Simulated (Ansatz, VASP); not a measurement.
**One calculation of ZnS, two programs**

```
Zn S
1.0
     0.00000    2.72156    2.72156
     2.72156    0.00000    2.72156
     2.72156    2.72156    0.00000
Zn S
1 1
Direct
  0.00000 0.00000 0.00000
  0.63977 0.63977 0.86023
```

Alike in both runs: task single point; functional PBE; k mesh 8 × 8 × 8; occupations gaussian, width 0.05 eV; no spin polarisation.

|  | VASP | Ansatz |
| --- | --- | --- |
| version | VASP 6.6.1 | Ansatz 0.2.0 |
| potentials or method | VASP PAW PBE potentials, release 64 (Zn, S), cutoff 520 eV | scalar-relativistic, plane waves, PAW |
| valence electrons in the cell | 18 | 18 |

```tsv
	VASP	Ansatz	Ansatz less VASP
gap on the k mesh at the Fermi level (eV)	2.09	2.07	-0.015
least direct gap on the mesh (eV)	2.09	2.07	-0.015
pressure (GPa)	9.9	9.8	-0.13
traceless stress, the component that is largest in VASP (GPa)	-14.38	-14.19	+0.185
rms of the force components (eV/Å)	1.479	1.464	-0.0144
```

Atom by atom the forces differ by 0.014 eV/Å (rms over components).
